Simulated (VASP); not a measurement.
# CaS (Fm-3m) in VASP: notebook

The runs below take CaS through single point, with r2SCAN, HSE06.

Everything below comes from runs of VASP 6.6.1. Logs are shortened: lines on timing, memory, paths and dates and some standing lists are left out, and cuts for length are marked.

## Step 1: The cell of the first run

Symmetry: Fm-3m, No. 225, cubic system. Conventional cell: a = 5.696 Å, b = 5.696 Å, c = 5.696 Å, α = 90.00°, β = 90.00°, γ = 90.00°. Within 3.8 Å of Ca (site symmetry m-3m) lie 6 S at 2.85 Å. Within 3.8 Å of S (site symmetry m-3m) lie 6 Ca at 2.85 Å.

## Step 2: Single point, r2SCAN

POSCAR reads:

```
CaS
1.0
    0.0000000000      2.8479357439      2.8479357439
    2.8479357439      0.0000000000      2.8479357439
    2.8479357439      2.8479357439      0.0000000000
Ca S
1 1
Direct
    0.0000000000      0.0000000000      0.0000000000
    0.5000000000      0.5000000000      0.5000000000
```

INCAR.step1 reads:

```
ALGO     = Normal         # electronic algorithm
EDIFF    = 1E-5           # SCF threshold, eV
ENCUT    = 550            # plane-wave cutoff, eV
GGA      = PE             # functional
GGA_COMPAT= F            
ISMEAR   = 0              # smearing method
LASPH    = T              # aspherical terms in the spheres
LCHARG   = F              # write CHGCAR
LREAL    = F              # projectors in reciprocal space
LWAVE    = T              # write WAVECAR
NBANDS   = 15             # bands
NELM     = 120            # most SCF steps
PREC     = Accurate       # precision mode
SIGMA    = 0.01           # smearing width, eV
```

INCAR.step2 reads:

```
ALGO     = Normal         # electronic algorithm
EDIFF    = 1E-6           # SCF threshold, eV
ENCUT    = 550            # plane-wave cutoff, eV
GGA_COMPAT= F            
ISIF     = 2              # what is computed and relaxed
ISMEAR   = 0              # smearing method
ISTART   = 1            
LASPH    = T              # aspherical terms in the spheres
LCHARG   = T              # write CHGCAR
LELF     = T              # ELF
LMIXTAU  = T            
LREAL    = F              # projectors in reciprocal space
LVHAR    = T            
LWAVE    = F              # write WAVECAR
METAGGA  = R2SCAN         # meta-GGA
NBANDS   = 15             # bands
NELM     = 120            # most SCF steps
PREC     = Accurate       # precision mode
SIGMA    = 0.01           # smearing width, eV
```

KPOINTS reads:

```
k-points
0
Gamma
  6 6 6
```

Potentials or basis: VASP PAW PBE potentials, release 64 (Ca_sv, S).

Run with:

```bash
cat potpaw_PBE.64/Ca_sv/POTCAR potpaw_PBE.64/S/POTCAR > POTCAR
cp INCAR.step1 INCAR
mpirun -np 1 vasp_std > vasp.out
cp INCAR.step2 INCAR
mpirun -np 1 vasp_std > vasp.out
```

OUTCAR:

```text
EDIFF = 1E-6
   ENCUT = 550
   ISIF = 2
   ISMEAR = 0
   ISTART = 1
   LASPH = T
   LREAL = F
   METAGGA = R2SCAN
   NELM = 120
   PREC = Accurate

 ion  position               nearest neighbor table
   1  0.000  0.000  0.000-   2 2.85   2 2.85   2 2.85   2 2.85   2 2.85   2 2.85
   2  0.500  0.500  0.500-   1 2.85   1 2.85   1 2.85   1 2.85   1 2.85   1 2.85

  LATTYP: Found a face centered cubic cell.
 ALAT       =     5.6958714878

  Lattice vectors:

 A1 = (   0.0000000000,   2.8479357439,   2.8479357439)
 A2 = (   2.8479357439,   0.0000000000,   2.8479357439)
 A3 = (   2.8479357439,   2.8479357439,   0.0000000000)

Analysis of symmetry for initial positions (statically):
=====================================================================
 Subroutine PRICEL returns:
 Original cell was already a primitive cell.

 Routine SETGRP: Setting up the symmetry group for a
 face centered cubic supercell.

 Subroutine GETGRP returns: Found 48 space group operations
 (whereof 48 operations were pure point group operations)
 out of a pool of 48 trial point group operations.

The static configuration has the point symmetry O_h .

Analysis of symmetry for dynamics (positions and initial velocities):
=====================================================================
 Subroutine PRICEL returns:
 Original cell was already a primitive cell.

 Routine SETGRP: Setting up the symmetry group for a
 face centered cubic supercell.

 Subroutine GETGRP returns: Found 48 space group operations
 (whereof 48 operations were pure point group operations)
 out of a pool of 48 trial point group operations.

The dynamic configuration has the point symmetry O_h .

 Subroutine INISYM returns: Found 48 space group operations
 (whereof 48 operations are pure point group operations),
 and found     1 'primitive' translations

----------------------------------------------------------------------------------------

                                     Primitive cell

  volume of cell :      46.1977

  direct lattice vectors                    reciprocal lattice vectors
     0.000000000  2.847935744  2.847935744    -0.175565759  0.175565759  0.175565759
     2.847935744  0.000000000  2.847935744     0.175565759 -0.175565759  0.175565759
     2.847935744  2.847935744  0.000000000     0.175565759  0.175565759 -0.175565759

  length of vectors
     4.027589354  4.027589354  4.027589354     0.304088814  0.304088814  0.304088814

  position of ions in fractional coordinates (direct lattice)
     0.000000000  0.000000000  0.000000000
     0.500000000  0.500000000  0.500000000

  ion indices of the primitive-cell ions
   primitive index   ion index
[... 78 lines left out ...]
   EMIN   =  10.00;   EMAX   =-10.00  energy-range for DOS
   EFERMI =   0.00;   METHOD = LEGACY
   ISMEAR =     0;   SIGMA  =   0.01  broadening in eV -4-tet -1-fermi 0-gaus
   EFERMI_NEDOS =   21; number of points for ismear=-14 and -15
   IALGO  =     38    algorithm
   IMIX   =      4    mixing-type and parameters
     AMIX     =   0.40;   BMIX     =  1.00
     AMIX_MAG =   1.60;   BMIX_MAG =  1.00
  volume/ion in A,a.u.               =      23.10       155.88
  Fermi-wavevector in a.u.,A,eV,Ry     =   1.149674  2.172568 17.983499  1.321750
  Thomas-Fermi vector in A             =   2.286342
   LORBIT       =      0    0 simple, 1 ext, 2 COOP (PROOUT), +10 PAW based schemes
   METAGGA = R2SCAN    functional components
   LHFCALC =     F    Hartree Fock is set to
   AEXX    =    0.0000 exact exchange contribution
   IVDW    =     0    specifies the selected vdW correction
   LEPSILON=     F    determine dielectric tensor
   LRPA    =     F    only Hartree local field effects (RPA)
 non-spin polarized calculation
 Gauss-broadening in eV      SIGMA  =   0.01
  energy-cutoff  :      550.00
  volume of cell :       46.20
 maximum number of plane-waves:      1363
   NGX = 15   NGY = 15   NGZ = 15

 number of electron      16.0000000 magnetization

 Free energy of the ion-electron system (eV)
  ---------------------------------------------------
  ext. energy  EPLUGINS =         0.00000000
  ---------------------------------------------------
  free energy    TOTEN  =       -19.94177294 eV

  energy without entropy =      -19.94177294  energy(sigma->0) =      -19.94177294

 E-fermi :   2.5588     XC(G=0):  -9.7803

 val. band max:        2.4849269385   @ k =   0.0000   0.0000   0.0000
 cond. band min:       5.2888739206   @ k =   0.5000   0.5000   0.0000
 fundamental gap:      2.8039469820
 Fermi energy:         2.5588129806

 k-point     1 :       0.0000    0.0000    0.0000
  band No.  band energies     occupation
      1     -38.2366      2.00000
      2     -18.3366      2.00000
      3     -18.3366      2.00000
      4     -18.3366      2.00000
      5      -9.3081      2.00000
      6       2.4849      2.00000
      7       2.4849      2.00000
      8       2.4849      2.00000
      9       7.1573      0.00000
     10       7.1573      0.00000
     11       7.1573      0.00000
     12       7.4066      0.00000
     13       7.7942      0.00000
     14       7.7942      0.00000
[... 257 lines left out ...]
      2     -18.4398      2.00000
      3     -18.4033      2.00000
      4     -18.3934      2.00000
      5      -8.5796      2.00000
      6       0.4005      2.00000
      7       1.0718      2.00000
      8       1.0978      2.00000
      9       6.6353      0.00000
     10       8.9806      0.00000
     11       9.0218      0.00000
     12       9.6653      0.00000
     13       9.9018      0.00000
     14      11.0891      0.00000
     15      13.2202      0.00000

------------------------ aborting loop because EDIFF is reached ----------------------------------------

  FORCE on cell =-STRESS in cart. coord.  units (eV):
  Direction    XX          YY          ZZ          XY          YZ          ZX
  --------------------------------------------------------------------------------------
  -------------------------------------------------------------------------------------
  Total        0.0877576      0.0877576      0.0877576     -0.0000000      0.0000000      0.0000000
  in kB        3.0435088      3.0435088      3.0435088     -0.0000000      0.0000000      0.0000000
  external PRESSURE =       3.0435088 kB  Pullay stress =       0.0000000 kB

 VOLUME and BASIS-vectors are now :
 -----------------------------------------------------------------------------
  energy-cutoff  :      550.00
  volume of cell :       46.20
      direct lattice vectors                 reciprocal lattice vectors
     0.000000000  2.847935744  2.847935744    -0.175565759  0.175565759  0.175565759
     2.847935744  0.000000000  2.847935744     0.175565759 -0.175565759  0.175565759
     2.847935744  2.847935744  0.000000000     0.175565759  0.175565759 -0.175565759

 POSITION                                       TOTAL-FORCE (eV/Angst)
 -----------------------------------------------------------------------------------
      0.00000      0.00000      0.00000         0.000000      0.000000      0.000000
      2.84794      2.84794      2.84794         0.000000     -0.000000     -0.000000
 -----------------------------------------------------------------------------------
    total drift:                                0.000000     -0.000000     -0.000000

  FREE ENERGIE OF THE ION-ELECTRON SYSTEM (eV)
  ---------------------------------------------------
  free  energy   TOTEN  =       -19.9417729441 eV

  energy  without entropy=      -19.9417729441  energy(sigma->0) =      -19.94177294
```

OUTCAR.step1:

```text
EDIFF = 1E-5
   ENCUT = 550
   GGA = PE
   ISMEAR = 0
   LASPH = T
[... 497 lines left out ...]
 -----------------------------------------------------------------------------------
      0.00000      0.00000      0.00000        -0.000000     -0.000000     -0.000000
      2.84794      2.84794      2.84794         0.000000      0.000000      0.000000
 -----------------------------------------------------------------------------------
    total drift:                                0.000000     -0.000000     -0.000000

  FREE ENERGIE OF THE ION-ELECTRON SYSTEM (eV)
  ---------------------------------------------------
  free  energy   TOTEN  =       -10.3638102143 eV

  energy  without entropy=      -10.3638102143  energy(sigma->0) =      -10.36381021
```

Run time: 35 s. Hardware: 1 thread of Intel Xeon Platinum 8559C (Emerald Rapids), shared host; peak memory 0.18 GiB.

Results:

```
Free energy            : -19.9418 eV
Pressure               : 0.3 GPa
Band gap on the k mesh : 2.80 eV (least direct gap 3.63 eV)
```

Caveat: the PAW data sets were made with another functional, which shifts forces and pressure a little. r2SCAN opens gaps a little over a GGA but as a rule still falls short of measured ones.

## Step 3: Single point, HSE06

POSCAR is that of step 2.

INCAR.step1 reads:

```
SYSTEM = CaS
PREC     = Accurate       ! precision mode
ENCUT    = 400            ! plane-wave cutoff, eV
EDIFF    = 1E-5           ! SCF threshold, eV
ISMEAR   = 0              ! smearing method
SIGMA    = 0.01           ! smearing width, eV
LREAL    = .FALSE.        ! projectors in reciprocal space
LASPH    = .TRUE.         ! aspherical terms in the spheres
NELM     = 120            ! most SCF steps
ALGO     = Normal         ! electronic algorithm
ISIF     = 2              ! what is computed and relaxed
LWAVE    = .TRUE.         ! write WAVECAR
LCHARG   = .FALSE.        ! write CHGCAR
NBANDS   = 15             ! bands
GGA      = PE             ! functional
GGA_COMPAT= .FALSE.
```

INCAR.step2 reads:

```
SYSTEM = CaS
PREC     = Accurate       ! precision mode
ENCUT    = 400            ! plane-wave cutoff, eV
EDIFF    = 1E-6           ! SCF threshold, eV
ISMEAR   = 0              ! smearing method
SIGMA    = 0.01           ! smearing width, eV
LREAL    = .FALSE.        ! projectors in reciprocal space
LASPH    = .TRUE.         ! aspherical terms in the spheres
NELM     = 120            ! most SCF steps
ALGO     = Normal         ! electronic algorithm
ISIF     = 2              ! what is computed and relaxed
LWAVE    = .FALSE.        ! write WAVECAR
LCHARG   = .FALSE.        ! write CHGCAR
GGA      = PE             ! functional
LHFCALC  = .TRUE.         ! exact exchange
HFSCREEN = 0.2079         ! screening, 1/A
PRECFOCK = Normal       
NBANDS   = 15             ! bands
ISTART   = 1            
GGA_COMPAT= .FALSE.
```

KPOINTS reads:

```
Automatic mesh
0
G
  6 6 6
  0 0 0
```

Potentials or basis: VASP PAW PBE potentials, release 64 (Ca_sv, S).

Run with:

```bash
cat potpaw_PBE.64/Ca_sv/POTCAR potpaw_PBE.64/S/POTCAR > POTCAR
cp INCAR.step1 INCAR
mpirun -np 1 vasp_std > vasp.out
cp INCAR.step2 INCAR
mpirun -np 1 vasp_std > vasp.out
```

It took 13 min on 1 thread of Intel Xeon Platinum 8559C (Emerald Rapids), shared host; peak memory 0.26 GiB.

It converged, with:

```yaml
Free_energy: -11.6587 eV
Pressure: 0.3 GPa
Band_gap_on_the_k_mesh: 3.40 eV (least direct gap 4.31 eV)
```

Levels at points of the mesh, in eV from the valence-band top:
```tsv
k point	band 4	band 5	band 6	band 7	band 8	band 9	band 10	band 11	band 12	band 13
(0.00, 0.00, 0.00)	-21.68	-12.51	0.00	0.00	0.00	5.17	5.48	5.48	5.48	6.15
(0.50, 0.00, 0.00)	-21.69	-11.59	-3.38	-1.22	-1.22	6.18	7.66	7.90	7.90	10.01
(0.50, 0.50, 0.00)	-21.74	-11.80	-2.54	-0.91	-0.91	3.40	7.11	7.15	8.50	8.60
```

Caveat: the PAW data sets were made with another functional, which shifts forces and pressure a little. A k mesh can miss the band edges.
